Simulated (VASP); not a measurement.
# Ca2ZrSe4 (I-4) in VASP: single point with PBEsol

Aim: the single point of Ca2ZrSe4 with PBEsol.

Program: VASP 6.6.1. These are calculated values, not measurements. Logs are shortened: lines on timing, memory, paths and dates and some standing lists are left out, and cuts for length are marked.

### 1 The cell of the first run

The structure is tetragonal, space group I-4 (No. 82). The conventional cell has a = 6.135 Å, b = 6.135 Å, c = 12.617 Å, α = 90.00°, β = 90.00°, γ = 90.00°. Ca (site symmetry -4) has 4 Se at 2.82 Å within 3.7 Å. Within 3.7 Å of Ca (site symmetry -4) lie 4 Se at 2.82 Å. Within 3.3 Å of Zr (site symmetry -4) lie 4 Se at 2.52 Å. Se (site symmetry 1) has 1 Zr at 2.52 Å and 2 Ca at 2.82 Å within 3.3 Å.

### 2 Single point, PBEsol

Contents of INCAR:

```
  PREC = Accurate
  ENCUT = 520
  EDIFF = 1E-6
  ISMEAR = -1
  SIGMA = 0.03
  LREAL = F
  LASPH = T
  NELM = 60
  ALGO = Normal
  ISIF = 2
  LWAVE = F
  LCHARG = T
  GGA = PS
  LELF = T
  LVHAR = T
  NBANDS = 37
```

Contents of KPOINTS:

```
regular mesh
0
Gamma
  6 6 6
```

Contents of POSCAR:

```
Ca2ZrSe4
1.0
   -3.0675791650      3.0675791650      6.3085035520
    3.0675791650     -3.0675791650      6.3085035520
    3.0675791650      3.0675791650     -6.3085035520
Ca Zr Se
2 1 4
Direct
    0.5000000000      0.5000000000      0.0000000000
    0.2500000000      0.7500000000      0.5000000000
    0.0000000000      0.0000000000      0.0000000000
    0.0903561272      0.1229710129      0.4580894453
    0.6648815676      0.6322666819      0.5419105547
    0.3677333181      0.9096438728      1.0326148857
    0.8770289871      0.3351184324     -0.0326148857
```

Potentials or basis: VASP PAW PBE potentials, release 64 (Ca_sv, Zr_sv, Se).

The run is started by

```
$ cat potpaw_PBE.64/Ca_sv/POTCAR potpaw_PBE.64/Zr_sv/POTCAR potpaw_PBE.64/Se/POTCAR > POTCAR
$ mpirun -np 1 vasp_std > vasp.out
```

OUTCAR:

```text
PREC = Accurate
   ENCUT = 520
   EDIFF = 1E-6
   ISMEAR = -1
   LREAL = F
   LASPH = T
   NELM = 60
   ISIF = 2
   GGA = PS

 ion  position               nearest neighbor table
   1  0.500  0.500  0.000-   7 2.82   6 2.82   4 2.82   5 2.82
   2  0.250  0.750  0.500-   5 2.82   6 2.82   7 2.82   4 2.82
   3  0.000  0.000  0.000-   4 2.52   7 2.52   6 2.52   5 2.52
   4  0.090  0.123  0.458-   3 2.52   1 2.82   2 2.82
   5  0.665  0.632  0.542-   3 2.52   1 2.82   2 2.82
   6  0.368  0.910  0.033-   3 2.52   1 2.82   2 2.82
   7  0.877  0.335  0.967-   3 2.52   1 2.82   2 2.82

  LATTYP: Found a body centered tetragonal cell.
 ALAT       =     6.1351583300
 C/A-ratio  =     2.0565088015

  Lattice vectors:

 A1 = (  -3.0675791650,   3.0675791650,   6.3085035520)
 A2 = (   3.0675791650,  -3.0675791650,   6.3085035520)
 A3 = (   3.0675791650,   3.0675791650,  -6.3085035520)

Analysis of symmetry for initial positions (statically):
=====================================================================
 Subroutine PRICEL returns:
 Original cell was already a primitive cell.

 Routine SETGRP: Setting up the symmetry group for a
 body centered tetragonal supercell.

 Subroutine GETGRP returns: Found  4 space group operations
 (whereof  4 operations were pure point group operations)
 out of a pool of 16 trial point group operations.

The static configuration has the point symmetry S_4 .

Analysis of symmetry for dynamics (positions and initial velocities):
=====================================================================
 Subroutine PRICEL returns:
 Original cell was already a primitive cell.

 Routine SETGRP: Setting up the symmetry group for a
 body centered tetragonal supercell.

 Subroutine GETGRP returns: Found  4 space group operations
 (whereof  4 operations were pure point group operations)
 out of a pool of 16 trial point group operations.

The dynamic configuration has the point symmetry S_4 .

 Subroutine INISYM returns: Found  4 space group operations
 (whereof  4 operations are pure point group operations),
 and found     1 'primitive' translations

----------------------------------------------------------------------------------------

                                     Primitive cell

  volume of cell :     237.4531

  direct lattice vectors                    reciprocal lattice vectors
    -3.067579165  3.067579165  6.308503552     0.000000000  0.162994978  0.079258099
     3.067579165 -3.067579165  6.308503552     0.162994978  0.000000000  0.079258099
     3.067579165  3.067579165 -6.308503552     0.162994978  0.162994978  0.000000000

  length of vectors
     7.656193632  7.656193632  7.656193632     0.181243508  0.181243508  0.230509709

  position of ions in fractional coordinates (direct lattice)
     0.500000000  0.500000000  0.000000000
     0.250000000  0.750000000  0.500000000
     0.000000000  0.000000000  0.000000000
     0.090356127  0.122971013  0.458089445
     0.664881568  0.632266682  0.541910555
     0.367733318  0.909643873  0.032614886
     0.877028987  0.335118432  0.967385114

  ion indices of the primitive-cell ions
   primitive index   ion index
                 1           1
                 2           2
                 3           3
                 4           4
                 5           5
                 6           6
                 7           7

----------------------------------------------------------------------------------------

 KPOINTS: regular mesh

Automatic generation of k-mesh.
 Grid dimensions read from file:
 generate k-points for:    6    6    6

 Generating k-lattice:

  Cartesian coordinates                     Fractional coordinates (reciprocal lattice)
     0.000000000  0.027165830  0.013209683     0.166666667  0.000000000  0.000000000
     0.027165830  0.000000000  0.013209683     0.000000000  0.166666667  0.000000000
     0.027165830  0.027165830  0.000000000     0.000000000  0.000000000  0.166666667

  Length of vectors
     0.030207251  0.030207251  0.038418285

  Shift w.r.t. Gamma in fractional coordinates (k-lattice)
     0.000000000  0.000000000  0.000000000

 Subroutine IBZKPT returns following result:
 ===========================================

 Found     36 irreducible k-points:

 Following reciprocal coordinates:
            Coordinates               Weight
  0.000000  0.000000  0.000000      1.000000
  0.166667  0.000000  0.000000      8.000000
  0.333333  0.000000  0.000000      8.000000
  0.500000  0.000000  0.000000      4.000000
  0.166667  0.166667  0.000000      8.000000
  0.333333  0.166667  0.000000      8.000000
[... 16 lines left out ...]
  0.333333 -0.333333  0.166667      4.000000
 -0.166667  0.333333  0.166667      8.000000
 [... further k-points ...]
   k-points           NKPTS =     36   k-points in BZ     NKDIM =     36   number of bands    NBANDS=     37
   number of dos      NEDOS =    301   number of ions     NIONS =      7
   total plane-waves  NPLWV = 216000
   dimension x,y,z NGX =    60 NGY =   60 NGZ =   60
   dimension x,y,z NGXF=   120 NGYF=  120 NGZF=  120
   ions per type =               2   1   4
   NGX,Y,Z   is equivalent  to a cutoff of  13.03, 13.03, 13.03 a.u.
   NGXF,Y,Z  is equivalent  to a cutoff of  26.06, 26.06, 26.06 a.u.
 SYSTEM =  unknown system
   PREC   = accura    normal or accurate (medium, high low for compatibility)
   ISTART =      0    job   : 0-new  1-cont  2-samecut
   ICHARG =      2    charge: 1-file 2-atom 10-const
   ISPIN  =      1    spin polarized calculation?
   LNONCOLLINEAR =      F non collinear calculations
   LSORBIT =      F    spin-orbit coupling
   LASPH  =      T    aspherical Exc in radial PAW
   ENCUT  =  520.0 eV  38.22 Ry    6.18 a.u.  14.24 14.24 14.24*2*pi/ulx,y,z
   NELM   =     60;   NELMIN=  2; NELMDL= -5     # of ELM steps
   EDIFF  = 0.1E-05   stopping-criterion for ELM
   LREAL  =      F    real-space projection
   EDIFFG = 0.1E-04   stopping-criterion for IOM
   NSW    =      0    number of steps for IOM
   IBRION =     -1    ionic relax: 0-MD 1-quasi-New 2-CG
   NFREE  =      0    steps in history (QN), initial steepest desc. (CG)
   ISIF   =      2    stress and relaxation
   ISYM   =      2    0-nonsym 1-usesym 2-fastsym
   POTIM  = 0.5000    time-step for ionic-motion
   TEBEG  =    0.0;   TEEND  =   0.0 temperature during run
   PSTRESS=    0.0 pullay stress
   NELECT =      56.0000    total number of electrons
   NUPDOWN=      -1.0000    fix difference up-down
   EMIN   =  10.00;   EMAX   =-10.00  energy-range for DOS
   EFERMI =   0.00;   METHOD = LEGACY
   ISMEAR =    -1;   SIGMA  =   0.03  broadening in eV -4-tet -1-fermi 0-gaus
   EFERMI_NEDOS =   21; number of points for ismear=-14 and -15
   IALGO  =     38    algorithm
   IMIX   =      4    mixing-type and parameters
     AMIX     =   0.40;   BMIX     =  1.00
     AMIX_MAG =   1.60;   BMIX_MAG =  1.00
  volume/ion in A,a.u.               =      33.92       228.92
  Fermi-wavevector in a.u.,A,eV,Ry     =   1.011451  1.911365 13.919212  1.023033
  Thomas-Fermi vector in A             =   2.144501
   LORBIT       =      0    0 simple, 1 ext, 2 COOP (PROOUT), +10 PAW based schemes
   GGA     = PS    functional components
   LHFCALC =     F    Hartree Fock is set to
   AEXX    =    0.0000 exact exchange contribution
   IVDW    =     0    specifies the selected vdW correction
   LEPSILON=     F    determine dielectric tensor
   LRPA    =     F    only Hartree local field effects (RPA)
 non-spin polarized calculation
  energy-cutoff  :      520.00
  volume of cell :      237.45
 maximum number of plane-waves:      6427
 NGX is ok and might be reduce to    60
   NGX = 29   NGY = 29   NGZ = 29

 number of electron      56.0000003 magnetization

 Free energy of the ion-electron system (eV)
  ---------------------------------------------------
  ext. energy  EPLUGINS =         0.00000000
  ---------------------------------------------------
  free energy    TOTEN  =       -38.49858222 eV

  energy without entropy =      -38.49858222  energy(sigma->0) =      -38.49858222

 E-fermi :   1.3869     XC(G=0):  -8.0912

 val. band max:        0.6295852161   @ k =   0.5000   0.5000  -0.0000
 cond. band min:       3.1979804408   @ k =  -0.3333  -0.3333   0.3333
 fundamental gap:      2.5683952247
 Fermi energy:         1.3868540006

 k-point     1 :       0.0000    0.0000    0.0000
  band No.  band energies     occupation
      1     -47.4869      2.00000
      2     -38.9297      2.00000
      3     -38.8917      2.00000
      4     -25.6099      2.00000
      5     -25.5864      2.00000
      6     -25.5864      2.00000
[... 29 lines left out ...]
     36       5.3697      0.00000
     37       5.7458      0.00000

 k-point     2 :       0.1667    0.0000    0.0000
  band No.  band energies     occupation
      1     -47.4869      2.00000
      2     -38.9297      2.00000
      3     -38.8917      2.00000
      4     -25.6099      2.00000
      5     -25.5864      2.00000
      6     -25.5864      2.00000
[... 29 lines left out ...]
     36       5.3130      0.00000
     37       5.5582      0.00000

 k-point     3 :       0.3333    0.0000    0.0000
  band No.  band energies     occupation
      1     -47.4869      2.00000
      2     -38.9297      2.00000
      3     -38.8917      2.00000
      4     -25.6099      2.00000
      5     -25.5865      2.00000
      6     -25.5863      2.00000
[... 29 lines left out ...]
     36       5.2969      0.00000
     37       5.4755      0.00000

 k-point     4 :       0.5000    0.0000    0.0000
  band No.  band energies     occupation
      1     -47.4869      2.00000
      2     -38.9296      2.00000
      3     -38.8917      2.00000
      4     -25.6099      2.00000
      5     -25.5865      2.00000
      6     -25.5863      2.00000
[... 29 lines left out ...]
     36       5.4619      0.00000
     37       5.5564      0.00000
[... 683 lines left out ...]
      1     -47.4869      2.00000
      2     -38.9296      2.00000
      3     -38.8917      2.00000
      4     -25.6099      2.00000
      5     -25.5865      2.00000
      6     -25.5864      2.00000
[... 29 lines left out ...]
     36       5.4966      0.00000
     37       5.5903      0.00000

 k-point    23 :       0.3333   -0.3333    0.1667
  band No.  band energies     occupation
      1     -47.4869      2.00000
      2     -38.9296      2.00000
      3     -38.8917      2.00000
      4     -25.6099      2.00000
      5     -25.5865      2.00000
      6     -25.5864      2.00000
[... 29 lines left out ...]
     36       5.4430      0.00000
     37       5.5463      0.00000

 k-point    24 :      -0.1667    0.3333    0.1667
  band No.  band energies     occupation
      1     -47.4869      2.00000
      2     -38.9296      2.00000
      3     -38.8917      2.00000
      4     -25.6099      2.00000
      5     -25.5865      2.00000
      6     -25.5863      2.00000
[... 29 lines left out ...]
     36       5.3922      0.00000
     37       5.5645      0.00000

 [... further k-points ...]
[... 5 lines left out ...]
  --------------------------------------------------------------------------------------
  -------------------------------------------------------------------------------------
  Total        0.1907782      0.1907782      0.2049378     -0.0000008     -0.0000000      0.0000000
  in kB        1.2872454      1.2872454      1.3827852     -0.0000053     -0.0000000      0.0000000
  external PRESSURE =       1.3190920 kB  Pullay stress =       0.0000000 kB

 VOLUME and BASIS-vectors are now :
 -----------------------------------------------------------------------------
  energy-cutoff  :      520.00
  volume of cell :      237.45
      direct lattice vectors                 reciprocal lattice vectors
    -3.067579165  3.067579165  6.308503552     0.000000000  0.162994978  0.079258099
     3.067579165 -3.067579165  6.308503552     0.162994978  0.000000000  0.079258099
     3.067579165  3.067579165 -6.308503552     0.162994978  0.162994978  0.000000000

 POSITION                                       TOTAL-FORCE (eV/Angst)
 -----------------------------------------------------------------------------------
      0.00000      0.00000      6.30850         0.000000      0.000000     -0.000000
      3.06758     -0.00000      3.15425         0.000000      0.000000     -0.000000
      0.00000      0.00000      0.00000         0.000000      0.000000     -0.000000
      1.50527      1.30518     -1.54408         0.012576     -0.007837     -0.011160
      1.56230      1.76240      4.76442        -0.012576      0.007837     -0.011160
      1.76240     -1.56230      7.85259         0.007837      0.012576      0.011160
      1.30518      4.62988      1.54408        -0.007837     -0.012576      0.011160
 -----------------------------------------------------------------------------------
    total drift:                                0.000001      0.000001      0.000000

  FREE ENERGIE OF THE ION-ELECTRON SYSTEM (eV)
  ---------------------------------------------------
  free  energy   TOTEN  =       -38.4985822187 eV

  energy  without entropy=      -38.4985822187  energy(sigma->0) =      -38.49858222
```

It took 9.9 min on 1 thread of Intel Xeon Platinum 8488C (Sapphire Rapids), shared host; peak memory 0.69 GiB.

Results:

```yaml
Free_energy: -38.4986 eV
Pressure: 0.1 GPa
Largest_force: 0.019 eV/Å
Band_gap_on_the_k_mesh: 2.57 eV (least direct gap 2.70 eV)
```

Forces in eV/Å, atoms in the order of the input:
```
Ca   0.000  0.000  0.000
Ca   0.000  0.000  0.000
Zr   0.000  0.000  0.000
Se   0.013 -0.008 -0.011
Se  -0.013  0.008 -0.011
Se   0.008  0.013  0.011
Se  -0.008 -0.013  0.011
```

Caveat: the PAW data sets were made with another functional, which shifts forces and pressure a little. A k mesh can miss the band edges.
